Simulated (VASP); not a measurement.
# Y (P6_3/mmc) in VASP: further runs

The runs below take Y through single point, with PBE.

Program: VASP 6.6.1. These are calculated values, not measurements. Logs are shortened: lines on timing, memory, paths and dates and some standing lists are left out, and cuts for length are marked.

### Step 1. The cell of the first run

Symmetry: P6_3/mmc, No. 194, hexagonal system. Conventional cell: a = 3.643 Å, b = 3.643 Å, c = 11.844 Å, α = 90.00°, β = 90.00°, γ = 120.00°. Y (site symmetry -6m2) has 12 Y at 3.63 to 3.64 Å within 4.8 Å. Within 4.8 Å of Y (site symmetry -3m) lie 12 Y at 3.63 to 3.64 Å.

### Step 2. Single point, PBE

Input file INCAR:

```
PREC = Accurate ; ENCUT = 520
EDIFF = 1E-6 ; ISMEAR = -1
SIGMA = 0.05 ; LREAL = False
LASPH = True ; NELM = 80
ALGO = Normal ; ISIF = 2
LWAVE = False ; LCHARG = False
GGA = PE ; NBANDS = 30
```

Input file KPOINTS:

```
regular mesh
0
Gamma
  8 8 3
```

Input file POSCAR:

```
Y
1.0
    3.6425441402      0.0000000000      0.0000000000
   -1.8212720701      3.1545357598      0.0000000000
    0.0000000000      0.0000000000     11.8441303500
Y
4
Direct
    0.6666666667      0.3333333333      0.7500000000
    0.0000000000      0.0000000000      0.5000000000
    0.3333333333      0.6666666667      0.2500000000
    0.0000000000      0.0000000000      0.0000000000
```

Potentials or basis: VASP PAW PBE potentials, release 64 (Y_sv).

Command:

```bash
cat potpaw_PBE.64/Y_sv/POTCAR > POTCAR
mpirun -np 1 vasp_std > vasp.out
```

OUTCAR:

```text
PREC = Accurate
   ENCUT = 520
   EDIFF = 1E-6
   ISMEAR = -1
   LREAL = False
   LASPH = True
   NELM = 80
   ISIF = 2
   GGA = PE

 ion  position               nearest neighbor table
   1  0.667  0.333  0.750-   2 3.63   4 3.63   2 3.63   4 3.63   2 3.63   4 3.63
   2  0.000  0.000  0.500-   1 3.63   3 3.63   3 3.63   1 3.63   1 3.63   3 3.63
   3  0.333  0.667  0.250-   2 3.63   4 3.63   2 3.63   4 3.63   2 3.63   4 3.63
   4  0.000  0.000  0.000-   1 3.63   3 3.63   3 3.63   1 3.63   1 3.63   3 3.63

  LATTYP: Found a hexagonal cell.
 ALAT       =     3.6425441402
 C/A-ratio  =     3.2516092857

  Lattice vectors:

 A1 = (   3.6425441402,   0.0000000000,   0.0000000000)
 A2 = (  -1.8212720701,   3.1545357598,   0.0000000000)
 A3 = (   0.0000000000,   0.0000000000,  11.8441303500)

Analysis of symmetry for initial positions (statically):
=====================================================================
 Subroutine PRICEL returns:
 Original cell was already a primitive cell.

 Routine SETGRP: Setting up the symmetry group for a
 hexagonal supercell.

 Subroutine GETGRP returns: Found 24 space group operations
 (whereof 12 operations were pure point group operations)
 out of a pool of 24 trial point group operations.

The static configuration has the point symmetry D_3d.
 The point group associated with its full space group is D_6h.

Analysis of symmetry for dynamics (positions and initial velocities):
=====================================================================
 Subroutine PRICEL returns:
 Original cell was already a primitive cell.

 Routine SETGRP: Setting up the symmetry group for a
 hexagonal supercell.

 Subroutine GETGRP returns: Found 24 space group operations
 (whereof 12 operations were pure point group operations)
 out of a pool of 24 trial point group operations.

The dynamic configuration has the point symmetry D_3d.
 The point group associated with its full space group is D_6h.

 Subroutine INISYM returns: Found 24 space group operations
 (whereof 12 operations are pure point group operations),
 and found     1 'primitive' translations

----------------------------------------------------------------------------------------

                                     Primitive cell

  volume of cell :     136.0954

  direct lattice vectors                    reciprocal lattice vectors
     3.642544140  0.000000000  0.000000000     0.274533392  0.158501928  0.000000000
    -1.821272070  3.154535760  0.000000000     0.000000000  0.317003856  0.000000000
     0.000000000  0.000000000 11.844130350     0.000000000  0.000000000  0.084430006

  length of vectors
     3.642544140  3.642544140 11.844130350     0.317003856  0.317003856  0.084430006

  position of ions in fractional coordinates (direct lattice)
     0.666666667  0.333333333  0.750000000
     0.000000000  0.000000000  0.500000000
     0.333333333  0.666666667  0.250000000
     0.000000000  0.000000000  0.000000000

  ion indices of the primitive-cell ions
   primitive index   ion index
                 1           1
                 2           2
                 3           3
                 4           4

----------------------------------------------------------------------------------------

 KPOINTS: regular mesh

Automatic generation of k-mesh.
 Grid dimensions read from file:
 generate k-points for:    8    8    3

 Generating k-lattice:

  Cartesian coordinates                     Fractional coordinates (reciprocal lattice)
     0.034316674  0.019812741  0.000000000     0.125000000  0.000000000  0.000000000
     0.000000000  0.039625482  0.000000000     0.000000000  0.125000000  0.000000000
     0.000000000  0.000000000  0.028143335     0.000000000  0.000000000  0.333333333

  Length of vectors
     0.039625482  0.039625482  0.028143335

  Shift w.r.t. Gamma in fractional coordinates (k-lattice)
     0.000000000  0.000000000  0.000000000

 Subroutine IBZKPT returns following result:
 ===========================================

 Found     20 irreducible k-points:

 Following reciprocal coordinates:
            Coordinates               Weight
  0.000000  0.000000  0.000000      1.000000
  0.125000 -0.000000  0.000000      6.000000
  0.250000 -0.000000  0.000000      6.000000
  0.375000  0.000000  0.000000      6.000000
  0.500000 -0.000000  0.000000      3.000000
  0.125000  0.125000  0.000000      6.000000
[... 12 lines left out ...]
  0.250000  0.250000  0.333333     12.000000
  0.375000  0.250000  0.333333     12.000000
   k-points           NKPTS =     20   k-points in BZ     NKDIM =     20   number of bands    NBANDS=     30
   number of dos      NEDOS =    301   number of ions     NIONS =      4
   total plane-waves  NPLWV =  70560
   dimension x,y,z NGX =    28 NGY =   28 NGZ =   90
   dimension x,y,z NGXF=    56 NGYF=   56 NGZF=  180
   ions per type =               4
   NGX,Y,Z   is equivalent  to a cutoff of  12.78, 12.78, 12.63 a.u.
   NGXF,Y,Z  is equivalent  to a cutoff of  25.56, 25.56, 25.27 a.u.
 SYSTEM =  unknown system
   PREC   = accura    normal or accurate (medium, high low for compatibility)
   ISTART =      0    job   : 0-new  1-cont  2-samecut
   ICHARG =      2    charge: 1-file 2-atom 10-const
   ISPIN  =      1    spin polarized calculation?
   LNONCOLLINEAR =      F non collinear calculations
   LSORBIT =      F    spin-orbit coupling
   LASPH  =      T    aspherical Exc in radial PAW
   ENCUT  =  520.0 eV  38.22 Ry    6.18 a.u.   6.77  6.77 22.02*2*pi/ulx,y,z
   NELM   =     80;   NELMIN=  2; NELMDL= -5     # of ELM steps
   EDIFF  = 0.1E-05   stopping-criterion for ELM
   LREAL  =      F    real-space projection
   EDIFFG = 0.1E-04   stopping-criterion for IOM
   NSW    =      0    number of steps for IOM
   IBRION =     -1    ionic relax: 0-MD 1-quasi-New 2-CG
   NFREE  =      0    steps in history (QN), initial steepest desc. (CG)
   ISIF   =      2    stress and relaxation
   ISYM   =      2    0-nonsym 1-usesym 2-fastsym
   POTIM  = 0.5000    time-step for ionic-motion
   TEBEG  =    0.0;   TEEND  =   0.0 temperature during run
   PSTRESS=    0.0 pullay stress
   NELECT =      44.0000    total number of electrons
   NUPDOWN=      -1.0000    fix difference up-down
   EMIN   =  10.00;   EMAX   =-10.00  energy-range for DOS
   EFERMI =   0.00;   METHOD = LEGACY
   ISMEAR =    -1;   SIGMA  =   0.05  broadening in eV -4-tet -1-fermi 0-gaus
   EFERMI_NEDOS =   21; number of points for ismear=-14 and -15
   IALGO  =     38    algorithm
   IMIX   =      4    mixing-type and parameters
     AMIX     =   0.40;   BMIX     =  1.00
     AMIX_MAG =   1.60;   BMIX_MAG =  1.00
  volume/ion in A,a.u.               =      34.02       229.60
  Fermi-wavevector in a.u.,A,eV,Ry     =   1.123599  2.123294 17.177003  1.262474
  Thomas-Fermi vector in A             =   2.260266
   LORBIT       =      0    0 simple, 1 ext, 2 COOP (PROOUT), +10 PAW based schemes
   GGA     = PE    functional components
   LHFCALC =     F    Hartree Fock is set to
   AEXX    =    0.0000 exact exchange contribution
   IVDW    =     0    specifies the selected vdW correction
   LEPSILON=     F    determine dielectric tensor
   LRPA    =     F    only Hartree local field effects (RPA)
 non-spin polarized calculation
  energy-cutoff  :      520.00
  volume of cell :      136.10
 maximum number of plane-waves:      3686
 NGX is ok and might be reduce to    28
   NGX = 13   NGY = 13   NGZ = 45

 number of electron      44.0000000 magnetization

 Free energy of the ion-electron system (eV)
  ---------------------------------------------------
  ext. energy  EPLUGINS =         0.00000000
  ---------------------------------------------------
  free energy    TOTEN  =       -25.68423739 eV

  energy without entropy =      -25.62362922  energy(sigma->0) =      -25.65393331

 E-fermi :   2.8643     XC(G=0):  -9.2908

 val. band max:        2.8627851296   @ k =   0.2500   0.2500   0.3333
 cond. band min:       2.8773887152   @ k =   0.5000  -0.0000   0.3333
 fundamental gap:      0.0146035856
 Fermi energy:         2.8643031410

 k-point     1 :       0.0000    0.0000    0.0000
  band No.  band energies     occupation
      1     -39.9263      2.00000
      2     -39.9057      2.00000
      3     -39.8907      2.00000
      4     -39.8699      2.00000
      5     -20.1371      2.00000
      6     -19.9121      2.00000
[... 22 lines left out ...]
     29       4.8544      0.00000
     30       4.8549      0.00000

 k-point     2 :       0.1250   -0.0000    0.0000
  band No.  band energies     occupation
      1     -39.9194      2.00000
      2     -39.9007      2.00000
      3     -39.8856      2.00000
      4     -39.8666      2.00000
      5     -20.1132      2.00000
      6     -19.9198      2.00000
[... 22 lines left out ...]
     29       4.8401      0.00000
     30       5.0524      0.00000

 k-point     3 :       0.2500   -0.0000    0.0000
  band No.  band energies     occupation
      1     -39.9024      2.00000
      2     -39.8884      2.00000
      3     -39.8733      2.00000
      4     -39.8592      2.00000
      5     -20.0525      2.00000
      6     -19.9684      2.00000
[... 22 lines left out ...]
     29       4.8916      0.00000
     30       5.3266      0.00000

 k-point     4 :       0.3750    0.0000    0.0000
  band No.  band energies     occupation
      1     -39.8837      2.00000
      2     -39.8761      2.00000
      3     -39.8609      2.00000
      4     -39.8532      2.00000
      5     -20.0798      2.00000
      6     -20.0778      2.00000
[... 484 lines left out ...]
     29       4.7736      0.00000
     30       5.1052      0.00000

 k-point    19 :       0.2500    0.2500    0.3333
  band No.  band energies     occupation
      1     -39.8743      2.00000
      2     -39.8722      2.00000
      3     -39.8546      2.00000
      4     -39.8525      2.00000
      5     -20.0446      2.00000
      6     -20.0402      2.00000
[... 22 lines left out ...]
     29       4.9744      0.00000
     30       5.0056      0.00000

 k-point    20 :       0.3750    0.2500    0.3333
  band No.  band energies     occupation
      1     -39.8680      2.00000
      2     -39.8676      2.00000
      3     -39.8520      2.00000
      4     -39.8515      2.00000
      5     -20.0523      2.00000
      6     -20.0467      2.00000
[... 22 lines left out ...]
     29       5.0805      0.00000
     30       5.2367      0.00000

------------------------ aborting loop because EDIFF is reached ----------------------------------------

  FORCE on cell =-STRESS in cart. coord.  units (eV):
  Direction    XX          YY          ZZ          XY          YZ          ZX
  --------------------------------------------------------------------------------------
  -------------------------------------------------------------------------------------
  Total       -1.3677350     -1.3677350     -1.8508271      0.0000000     -0.0000000      0.0000000
  in kB      -16.1016015    -16.1016015    -21.7887830      0.0000000     -0.0000000      0.0000000
  external PRESSURE =     -17.9973287 kB  Pullay stress =       0.0000000 kB

 VOLUME and BASIS-vectors are now :
 -----------------------------------------------------------------------------
  energy-cutoff  :      520.00
  volume of cell :      136.10
      direct lattice vectors                 reciprocal lattice vectors
     3.642544140  0.000000000  0.000000000     0.274533392  0.158501928  0.000000000
    -1.821272070  3.154535760  0.000000000     0.000000000  0.317003856  0.000000000
     0.000000000  0.000000000 11.844130350     0.000000000  0.000000000  0.084430006

 POSITION                                       TOTAL-FORCE (eV/Angst)
 -----------------------------------------------------------------------------------
      1.82127      1.05151      8.88310         0.000000      0.000000      0.000000
      0.00000      0.00000      5.92207         0.000000      0.000000      0.000000
     -0.00000      2.10302      2.96103        -0.000000     -0.000000      0.000000
      0.00000      0.00000      0.00000         0.000000      0.000000      0.000000
 -----------------------------------------------------------------------------------
    total drift:                                0.000000     -0.000000      0.000000

  FREE ENERGIE OF THE ION-ELECTRON SYSTEM (eV)
  ---------------------------------------------------
  free  energy   TOTEN  =       -25.6842373901 eV

  energy  without entropy=      -25.6236292233  energy(sigma->0) =      -25.65393331
```

It took 51 s on 1 thread of Intel Xeon 6975P-C (Granite Rapids), shared host; peak memory 0.26 GiB.

What came out:

```
Free energy            : -25.6842 eV
Pressure               : -1.8 GPa
Band gap on the k mesh : zero (band 22 reaches 3.60 eV, above the bottom of band 23 at 2.57 eV)
```

Levels at points of the mesh, in eV from the Fermi level:
```csv
k point,band 18,band 19,band 20,band 21,band 22,band 23,band 24,band 25,band 26,band 27
"(0.00, 0.00, 0.00)",-3.34,-3.33,-1.90,0.54,0.73,0.78,1.61,1.61,1.67,1.67
"(0.50, 0.00, 0.00)",-1.70,-1.26,-1.19,-0.51,-0.44,-0.30,0.35,0.76,1.27,1.58
```

### Step 3. Single point, PBE

This run uses another cell than the first one, of 34.70 Å³/atom, 1.020 times its volume.

Input file INCAR:

```
PREC     = Accurate       # precision mode
ENCUT    = 520            # plane-wave cutoff, eV
EDIFF    = 1E-6           # SCF threshold, eV
ISMEAR   = -1             # smearing method
SIGMA    = 0.05           # smearing width, eV
LREAL    = F              # projectors in reciprocal space
LASPH    = T              # aspherical terms in the spheres
NELM     = 60             # most SCF steps
ALGO     = Normal         # electronic algorithm
ISIF     = 2              # what is computed and relaxed
LWAVE    = F              # write WAVECAR
LCHARG   = F              # write CHGCAR
GGA      = PE             # functional
NBANDS   = 30             # bands
```

KPOINTS is that of step 2.

Input file POSCAR:

```
Y
1.0
    3.6666676521      0.0000000000      0.0000000000
   -1.8333338261      3.1754273339      0.0000000000
    0.0000000000      0.0000000000     11.9225705853
Y
4
Direct
    0.6666666667      0.3333333333      0.7500000000
    0.0000000000      0.0000000000      0.5000000000
    0.3333333333      0.6666666667      0.2500000000
    0.0000000000      0.0000000000      0.0000000000
```

Potentials or basis: VASP PAW PBE potentials, release 64 (Y_sv).

Command:

```bash
cat potpaw_PBE.64/Y_sv/POTCAR > POTCAR
mpirun -np 1 vasp_std > vasp.out
```

It took 46 s on 1 thread of Intel Xeon 6975P-C (Granite Rapids), shared host; peak memory 0.27 GiB.

The run converged. Its results:

| Property | Result |
| --- | --- |
| Free energy | -25.6483 eV |
| Pressure | -2.4 GPa |
| Band gap on the k mesh | zero (band 22 reaches 3.50 eV, above the bottom of band 23 at 2.48 eV) |

Stress tensor (GPa, compression positive):
```
-2.24  0.00  0.00
 0.00 -2.24  0.00
 0.00  0.00 -2.83
```

Levels at points of the mesh, in eV from the Fermi level:
| k point | band 18 | band 19 | band 20 | band 21 | band 22 | band 23 | band 24 | band 25 | band 26 | band 27 |
| --- | --- | --- | --- | --- | --- | --- | --- | --- | --- | --- |
| (0.00, 0.00, 0.00) | -3.33 | -3.32 | -1.87 | 0.50 | 0.73 | 0.78 | 1.59 | 1.59 | 1.65 | 1.65 |
| (0.50, 0.00, 0.00) | -1.66 | -1.23 | -1.18 | -0.50 | -0.42 | -0.29 | 0.32 | 0.76 | 1.22 | 1.57 |
